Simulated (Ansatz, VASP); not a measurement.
One calculation of N, two programs

```
CELL_PARAMETERS angstrom
0.00000 1.57391 1.57391
1.57391 0.00000 1.57391
1.57391 1.57391 0.00000
ATOMIC_POSITIONS crystal
N 0.00000 0.00000 0.00000
```

Alike in both runs: task single point; functional PBE; k mesh 20 × 20 × 20; occupations gaussian, width 0.1 eV; no spin polarisation.

|  | VASP | Ansatz |
| --- | --- | --- |
| version | VASP 6.6.1 | Ansatz 0.2.0 |
| potentials or method | VASP PAW PBE potentials, release 64 (N), cutoff 600 eV | scalar-relativistic, plane waves, PAW |
| valence electrons in the cell | 5 | 5 |

|  | VASP | Ansatz | Ansatz less VASP |
| --- | --- | --- | --- |
| gap on the k mesh at the Fermi level (eV) | none | none | - |
| pressure (GPa) | -4.7 | -4.3 | +0.43 |

A gap of «none» marks a metal or a gap that the smearing closes. The functional is the same, so the differences come from potentials, cutoffs and numerics.
